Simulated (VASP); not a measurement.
Set up this calculation in VASP 6.6.1, as the native input.

- Task: single point
- Functional: PBE
- Potentials or basis: VASP PAW PBE potentials, release 64 (Al, Pd)
- Cutoff: 520 eV
- k mesh: 6 × 6 × 2
- Occupations: gaussian, width 0.1 eV
- Spin: no spin polarisation
- Dipole correction: no
- Further INCAR settings: ALGO = Normal; EDIFF = 1e-06; NBANDS = 18

The structure of Al3Pd lies in POSCAR:

```
Al3Pd
1.0
    3.2920549000      0.0000000000      0.0000000000
   -1.6460274500      2.8510031700      0.0000000000
    0.0000000000      0.0000000000      7.8781247200
Al Pd
3 1
Direct
    0.6666666700      0.3333333300      0.0000000000
    0.6666666700      0.3333333300      0.6759799300
    0.6666666700      0.3333333300      0.3240200700
    0.0000000000      0.0000000000      0.5000000000
```

These files were run (other wordings do the same):

INCAR

```
SYSTEM = Al3Pd
  PREC = Accurate
  ENCUT = 520
  EDIFF = 1E-6
  ISMEAR = 0
  SIGMA = 0.1
  LREAL = .FALSE.
  LASPH = .TRUE.
  NELM = 100
  ALGO = Normal
  ISIF = 2
  LWAVE = .FALSE.
  LCHARG = .FALSE.
  GGA = PE
  NBANDS = 18
```

KPOINTS

```
regular mesh
0
G
  6 6 2
  0 0 0
```

Potentials or basis: VASP PAW PBE potentials, release 64 (Al, Pd).

The run is started by

```sh
$ cat potpaw_PBE.64/Al/POTCAR potpaw_PBE.64/Pd/POTCAR > POTCAR
$ mpirun -np 1 vasp_std > vasp.out
```

Results of the run:

| Quantity | Value |
| --- | --- |
| Pressure | 14.2 GPa |
| Largest force | 2.458 eV/Å |

Caveat: the k points lie up to 0.40 Å⁻¹ apart; forces of over 1 eV/Å act on the atoms, so gaps and moduli don't describe the material at rest.

It took 8.3 s on 1 thread of AMD EPYC 9R45 96-Core Processor (Zen 5) (shared host), peak memory 0.15 GiB.
